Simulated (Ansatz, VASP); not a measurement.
## GaSb: VASP beside Ansatz

```xyz
2
Lattice="0.0000 3.0245 3.0245 3.0245 0.0000 3.0245 3.0245 3.0245 0.0000" Properties=species:S:1:pos:R:3 pbc="T T T"
Ga    0.0000    0.0000    0.0000
Sb    1.5122    1.5122    1.5122
```

Alike in both runs: functional LDA; k mesh 12 × 12 × 12; occupations gaussian, width 0.1 eV; no spin polarisation.

Ansatz relaxed the structure, and its values are those at the end. VASP's run is a single point on that final structure, the one shown.

```csv
,VASP,Ansatz
version,VASP 6.6.1,Ansatz 0.2.0
potentials or method,"VASP PAW LDA potentials, release 64 (Ga_d, Sb), cutoff 500 eV","scalar-relativistic, plane waves, PAW"
valence electrons in the cell,18,28
```

Ansatz gave:

| Property | Result |
| --- | --- |
| pressure (GPa) | 0.0 |

Problem. What did VASP give for the same quantities?

Solution. Pressure (GPa): 0.2.

Ansatz warns that its potentials were made for another functional, while VASP's fit it. LDA's correlation is that of Perdew and Zunger in VASP and of Perdew and Wang (1992) in Ansatz. VASP's potentials hold 18 valence electrons a cell and Ansatz's 28, so a difference there can come from the potentials and not from the codes.

Neither program's run includes spin-orbit coupling.
